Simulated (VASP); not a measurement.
Wanted: the native input for a VASP 6.6.1 run.

* Task: single point
* Functional: PBE
* Potentials or basis: VASP PAW PBE potentials, release 64 (B, P)
* Cutoff: 520 eV
* k mesh: 4 × 4 × 4
* Occupations: gaussian, width 0.1 eV
* Spin: no spin polarisation
* Dipole correction: no
* Further INCAR settings: ALGO = Normal; EDIFF = 1e-07; NBANDS = 30

The structure of B3P2 lies in POSCAR:

```
B3P2
1.0
    0.0000000000      3.5848574766      5.4395685121
    3.3502298376      0.0000000000      5.4395685121
    3.3502298376      3.5848574766      0.0000000000
B P
6 4
Direct
    0.7197000000      0.1333000000      0.2803000000
    0.8667000000      0.2803000000      0.1333000000
    0.2803000000      0.8667000000      0.7197000000
    0.1333000000      0.7197000000      0.8667000000
    0.8519000000      0.8519000000      0.1481000000
    0.1481000000      0.1481000000      0.8519000000
    0.7180000000      0.2820000000      0.7180000000
    0.2820000000      0.7180000000      0.2820000000
    0.2500000000      0.2500000000      0.2500000000
    0.7500000000      0.7500000000      0.7500000000
```

The input as run:

INCAR

```
SYSTEM = B3P2
PREC = Accurate ; ENCUT = 520
EDIFF = 1E-7 ; ISMEAR = 0
SIGMA = 0.1 ; LREAL = .False.
LASPH = .True. ; NELM = 100
ALGO = Normal ; ISIF = 2
LWAVE = .False. ; LCHARG = .False.
GGA = PE ; NBANDS = 30
```

KPOINTS

```
regular mesh
0
Gamma
  4 4 4
  0 0 0
```

Potentials or basis: VASP PAW PBE potentials, release 64 (B, P).

The run is started by

```console
$ cat potpaw_PBE.64/B/POTCAR potpaw_PBE.64/P/POTCAR > POTCAR
$ mpirun -np 1 vasp_std > vasp.out
```

Results of the run:

| Property | Result |
| --- | --- |
| Pressure | -8.4 GPa |
| Largest force | 1.703 eV/Å |
| Band gap on the k mesh | zero (bands 19 and 20 overlap by 1.60 eV) |

Caveat: the stress differs along the axes, from -15 to -4 GPa; forces of over 1 eV/Å act on the atoms, so gaps and moduli don't describe the material at rest.

Run time: 71 s on 1 thread of Intel Xeon 8259CL, on a shared host, peak memory 0.28 GiB.
